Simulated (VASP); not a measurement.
Wanted: the native input for a VASP 6.6.1 run.

```
Task                   : single point
Functional             : PBE
Potentials or basis    : VASP PAW PBE potentials, release 64 (S)
Cutoff                 : 520 eV
k mesh                 : 15 × 15 × 15
Occupations            : fermi-dirac, width 0.1 eV
Spin                   : no spin polarisation
Dipole correction      : no
Further INCAR settings : ALGO = Normal; EDIFF = 1e-07; NBANDS = 9
```

The structure of S lies in POSCAR:

```
S
1.0
    2.4784776078      0.0000000000      0.0000000000
    0.0000000000      2.4784776078      0.0000000000
    0.0000000000      0.0000000000      2.4784776078
S
1
Direct
    0.0000000000      0.0000000000      0.0000000000
```

One way to write it, as run:

INCAR

```
SYSTEM = S
PREC = Accurate ; ENCUT = 520
EDIFF = 1E-7 ; ISMEAR = -1
SIGMA = 0.1 ; LREAL = .FALSE.
LASPH = .TRUE. ; NELM = 80
ALGO = Normal ; ISIF = 2
LWAVE = .FALSE. ; LCHARG = .TRUE.
GGA = PE ; LELF = .TRUE.
LVHAR = .TRUE. ; NBANDS = 9
```

KPOINTS

```
Automatic mesh
0
G
  15 15 15
  0 0 0
```

Potentials or basis: VASP PAW PBE potentials, release 64 (S).

Command:

```sh
$ cat potpaw_PBE.64/S/POTCAR > POTCAR
$ mpirun -np 1 vasp_std > vasp.out
```

Results of the run:

```json
{"Pressure": "12.7 GPa", "Band gap on the k mesh": "zero (band 3 reaches 12.39 eV, above the bottom of band 4 at 4.70 eV)"}
```

It took 8.6 s on 1 thread of Intel(R) Xeon(R) Platinum 8488C (Sapphire Rapids), on a shared host, peak memory 0.12 GiB.
